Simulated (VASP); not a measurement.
Write the native input for VASP 6.6.1 that does the following.

- Task: single point
- Functional: LDA
- Potentials or basis: VASP PAW LDA potentials, release 64 (Li_sv, H)
- Cutoff: 520 eV
- k mesh: 10 × 10 × 10
- Occupations: gaussian, width 0.05 eV
- Spin: no spin polarisation
- Dipole correction: no
- Further INCAR settings: ALGO = Normal; EDIFF = 1e-06; NBANDS = 9

The structure of LiH lies in POSCAR:

```
LiH
1.0
    0.0000000000      2.0325000000      1.9512000000
    2.0325000000      0.0000000000      1.9512000000
    2.0325000000      2.0325000000      0.0000000000
Li H
1 1
Direct
    0.0000000000      0.0000000000      0.0000000000
    0.5000000000      0.5000000000      0.5000000000
```

This cell differs from its parent crystal: strain +0.000 along x and y, -0.040 along z.

One way to write it, as run:

INCAR

```
SYSTEM = LiH
PREC     = Accurate       ! precision mode
ENCUT    = 520            ! plane-wave cutoff, eV
EDIFF    = 1E-6           ! SCF threshold, eV
ISMEAR   = 0              ! smearing method
SIGMA    = 0.05           ! smearing width, eV
LREAL    = .FALSE.        ! projectors in reciprocal space
LASPH    = .TRUE.         ! aspherical terms in the spheres
NELM     = 80             ! most SCF steps
ALGO     = Normal         ! electronic algorithm
ISIF     = 2              ! what is computed and relaxed
LWAVE    = .FALSE.        ! write WAVECAR
LCHARG   = .FALSE.        ! write CHGCAR
GGA      = CA             ! functional
NBANDS   = 9              ! bands
```

KPOINTS

```
regular mesh
0
G
  10 10 10
  0 0 0
```

Potentials or basis: VASP PAW LDA potentials, release 64 (Li_sv, H).

Launch:

```sh
$ cat potpaw_LDA.64/Li_sv/POTCAR potpaw_LDA.64/H/POTCAR > POTCAR
$ mpirun -np 1 vasp_std > vasp.out
```

Results of the run:

The band gap on the k mesh is 2.22 eV, indirect (least direct gap 2.53 eV).

Caveat: the cell differs from its parent crystal (strain +0.000 along x and y, -0.040 along z).

It used 5.9 s of CPU time on 1 thread of Intel Xeon 6975P-C, on a shared host.
